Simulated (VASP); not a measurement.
Set up this calculation in VASP 6.6.1, as the native input.

| Quantity | Value |
| --- | --- |
| Task | relaxation of cell and atoms |
| Functional | PBE |
| Potentials or basis | VASP PAW PBE potentials, release 64 (Rb_sv, Re, B) |
| Cutoff | 600 eV |
| k mesh | 4 × 4 × 4 |
| Occupations | gaussian, width 0.1 eV |
| Spin | no spin polarisation |
| Dipole correction | no |
| Further INCAR settings | ALGO = Normal; EDIFF = 1e-06; IBRION = 2; EDIFFG = -0.04; NSW = 90; ISIF = 3 |

The structure of RbReB2 lies in POSCAR:

```
RbReB2
1.0
    4.0598134400      0.0000000000      0.0000000000
    0.0000000000      4.0598134400      0.0000000000
    0.0000000000      0.0000000000      4.9849461500
Rb Re B
1 1 2
Direct
    0.0000000000      0.0000000000      0.4662092800
    0.0000000000      0.0000000000      0.9926794100
    0.0000000000      0.5000000000      0.8496069600
    0.5000000000      0.0000000000      0.8496069600
```

The input as run:

INCAR

```
SYSTEM = RbReB2
PREC     = Accurate       ! precision mode
ENCUT    = 600            ! plane-wave cutoff, eV
EDIFF    = 1E-6           ! SCF threshold, eV
ISMEAR   = 0              ! smearing method
SIGMA    = 0.1            ! smearing width, eV
LREAL    = .FALSE.        ! projectors in reciprocal space
LASPH    = .TRUE.         ! aspherical terms in the spheres
NELM     = 100            ! most SCF steps
ALGO     = Normal         ! electronic algorithm
ISIF     = 3              ! what is computed and relaxed
LWAVE    = .FALSE.        ! write WAVECAR
LCHARG   = .FALSE.        ! write CHGCAR
GGA      = PE             ! functional
IBRION   = 2              ! ionic algorithm
NSW      = 90             ! ionic steps
EDIFFG   = -0.04          ! ionic threshold
```

KPOINTS

```
regular mesh
0
G
  4 4 4
  0 0 0
```

Potentials or basis: VASP PAW PBE potentials, release 64 (Rb_sv, Re, B).

Launch:

```bash
$ cat potpaw_PBE.64/Rb_sv/POTCAR potpaw_PBE.64/Re/POTCAR potpaw_PBE.64/B/POTCAR > POTCAR
$ mpirun -np 1 vasp_std > vasp.out
```

It gave:

The relaxed volume is 25.44 Å³/atom, the relaxed cell is a = 3.783 Å, b = 3.783 Å, c = 7.112 Å, α = 90.00°, β = 90.00°, γ = 90.00° and the space group after relaxing (to 0.05 Å) is P4mm (No. 99). The energy gained by relaxing is 957.5 meV/atom and the ionic steps are 15. The pressure after relaxing is -0.1 GPa and the largest force after relaxing is 0.011 eV/Å. The band gap on the k mesh is zero (band 11 reaches 1.99 eV, above the bottom of band 12 at 1.14 eV).

Caveat: the k points lie up to 0.42 Å⁻¹ apart in the final cell; the volume moved by over 15 % at a fixed basis, so the end points are rough; spin-orbit coupling is left out, which moves the levels of the heavy elements.

Run time: 7.3 min on 1 thread of Oxide Virtual Turin-like Processor, with other jobs on the host, peak memory 0.2 GiB.
